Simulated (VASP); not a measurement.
MgO:

```
CELL_PARAMETERS angstrom
3.30194 0.00000 0.00000
-1.65097 2.85956 0.00000
0.00000 0.00000 5.02482
ATOMIC_POSITIONS crystal
Mg 0.66667 0.33333 0.48965
Mg 0.33333 0.66667 0.98965
O 0.33333 0.66667 0.38635
O 0.66667 0.33333 0.88635
```

Base run:

```yaml
Program: VASP 6.6.1
Functional: r2SCAN
Potentials_or_basis: VASP PAW PBE potentials, release 64 (Mg, O)
Cutoff: 520 eV
k_mesh: 8 × 8 × 5
Occupations: fermi-dirac, width 0.05 eV
Spin: no spin polarisation
```

Its results: band gap on the k mesh 4.14 eV, direct; pressure -1.5 GPa.

Problem. The run is repeated on the same cell with these changes: functional from r2SCAN to PBEsol; further incar settings from ALGO = Normal; EDIFF = 1e-07; NBANDS = 16 to ALGO = Normal; EDIFF = 1e-06; NBANDS = 16. What comes out?

Solution. Band gap on the k mesh 3.36 eV, direct; pressure -0.3 GPa.

Caveats: the PAW data sets were made with another functional, which shifts forces and pressure a little.

